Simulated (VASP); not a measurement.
SiB2:

```
Si B
1.0
     2.67520   -4.45530    0.00000
     2.67520    4.45530    0.00000
     0.00000    0.00000    3.00838
Si B
2 4
Direct
  0.00000 0.50000 0.00000
  0.50000 0.00000 0.00000
  0.07458 0.25978 0.50000
  0.92542 0.74022 0.50000
  0.25978 0.07458 0.50000
  0.74022 0.92542 0.50000
```

The cell was generated, and may not be a known phase.

- Program: VASP 6.6.1
- Task: relaxation of cell and atoms
- Functional: PBE
- Potentials or basis: VASP PAW PBE potentials, release 64 (Si, B)
- Cutoff: 600 eV
- k mesh: 8 × 8 × 12
- Occupations: gaussian, width 0.1 eV
- Spin: no spin polarisation

At the start: pressure -0.1 GPa; volume 11.95 Å³/atom.

Question: Where does the relaxation end?

Answer: Over 54 steps the energy falls by 204.1 meV/atom and the volume is 11.06 Å³/atom (-7.5 %); space group Cmmm (No. 65, to 0.1 Å) before, P4/mmm (No. 123, to 0.1 Å).

Step by step:
```
step  energy change (eV)  largest force (eV/Å)  pressure (GPa)  volume (Å³)
   1              0.0000                0.1048           -0.08        71.71
   3             -0.0061                0.1644            0.49        71.65
   5             -0.0155                0.1541           -0.56        72.28
   7             -0.0298                0.1745           -0.40        72.26
   9             -0.0332                0.3423           -0.39        72.22
  11             -0.0362                0.4872           -0.42        72.16
  13             -0.0438                0.5223           -0.71        72.06
  15             -0.0773                0.2838           -0.81        71.80
  17             -0.1208                0.3719           -1.39        70.50
  19             -0.2524                0.4322            0.84        68.47
  21              1.3095                6.3339           41.03        55.60
  23             -0.4582                1.8921           18.26        60.07
  25             -0.5777                1.6824           13.95        61.37
  27             -0.5986                1.6649           14.69        61.07
  29             -0.6540                1.5908           13.75        61.30
  31             -0.8650                1.2759            9.86        62.37
  33             -1.2064                0.0442           -0.86        66.68
  35             -1.2070                0.0886           -0.33        66.38
  37             -1.2100                0.0794            0.00        66.24
  39             -1.2125                0.1413            0.67        65.94
  41             -1.2158                0.0714            0.37        66.06
  43             -1.2169                0.0865            0.16        66.17
  45             -1.2181                0.1306           -1.26        66.98
  47             -1.2206                0.0705           -0.61        66.61
  49             -1.2233                0.0102            0.06        66.40
  51             -1.2242                0.0341           -0.15        66.47
  53             -1.2245                0.0042            0.03        66.36
  54             -1.2246                0.0024            0.02        66.37
```

Final structure:
```
CELL_PARAMETERS angstrom
2.92837 -2.94199 0.00000
2.92837 2.94199 0.00000
0.00000 0.00000 3.85188
ATOMIC_POSITIONS crystal
Si 0.00000 0.50000 0.00000
Si 0.50000 0.00000 0.00000
B 0.00097 0.29261 0.50000
B 0.99903 0.70739 0.50000
B 0.29261 0.00097 0.50000
B 0.70739 0.99903 0.50000
```

Caveat: a cell axis changed by over 15 % at a fixed basis, so the end point is rough.
